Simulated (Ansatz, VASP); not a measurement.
**CuO in VASP and in Ansatz**

```
Cu O
1.0
     0.00000   -2.15807   -2.15807
    -2.15807    0.00000   -2.15807
     2.15807    2.15807   -4.31614
Cu O
2 2
Cartesian
  0.0238 -0.0343 -4.2231
  0.0238 2.1238 -6.3812
  -0.0238 0.0343 -6.5673
  -0.0238 0.0343 -2.2511
```

Change from the starting cell: volume scaled by 1.06.

Alike in both runs: task single point; functional PBE; k mesh 10 × 10 × 6; occupations fermi-dirac, width 0.05 eV; no spin polarisation.

|  | VASP | Ansatz |
| --- | --- | --- |
| version | VASP 6.6.1 | Ansatz 0.2.0 |
| potentials or method | VASP PAW PBE potentials, release 64 (Cu, O), cutoff 520 eV | all-electron LAPW, scalar-relativistic |

Ansatz gave:

- gap on the k mesh at the Fermi level (eV): none
- pressure (GPa): -4.4
- traceless stress, the component that is largest in VASP (GPa): 3.71
- rms of the force components (eV/Å): 0.520

Problem. What did VASP give for the same quantities?

Solution. gap on the k mesh at the Fermi level (eV): none; pressure (GPa): -4.1; traceless stress, the component that is largest in VASP (GPa): 3.93; rms of the force components (eV/Å): 0.545.

Atom by atom the forces differ by 0.025 eV/Å (rms over components). A gap of «none» marks a metal or a gap that the smearing closes. Ansatz ran all-electron here, and VASP with PAW potentials.
